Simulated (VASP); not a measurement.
The system is Na2S.

```
S Na
1.0
     0.00000    3.25543    3.25543
     3.25543    0.00000    3.25543
     3.25543    3.25543    0.00000
S Na
1 2
Direct
  0.00000 0.00000 0.00000
  0.25000 0.25000 0.25000
  0.75000 0.75000 0.75000
```

Base run:

```yaml
Program: VASP 6.6.1
Functional: HSE06
Potentials_or_basis: VASP PAW PBE potentials, release 64 (S, Na_pv)
Cutoff: 400 eV
k_mesh: 6 × 6 × 6
Occupations: gaussian, width 0.01 eV
Spin: no spin polarisation
```

Its results: band gap on the k mesh 3.52 eV; pressure 0.0 GPa.

The run is repeated on the same cell with these changes: functional from HSE06 to r2SCAN; cutoff from 400 eV to 550 eV; k mesh from 6 × 6 × 6 to 8 × 8 × 8. What comes out?

Band gap on the k mesh 3.11 eV; pressure -0.1 GPa.

Several settings changed at once.

Caveats: the PAW data sets were made with another functional, which shifts forces and pressure a little.

A k mesh can miss the band edges.
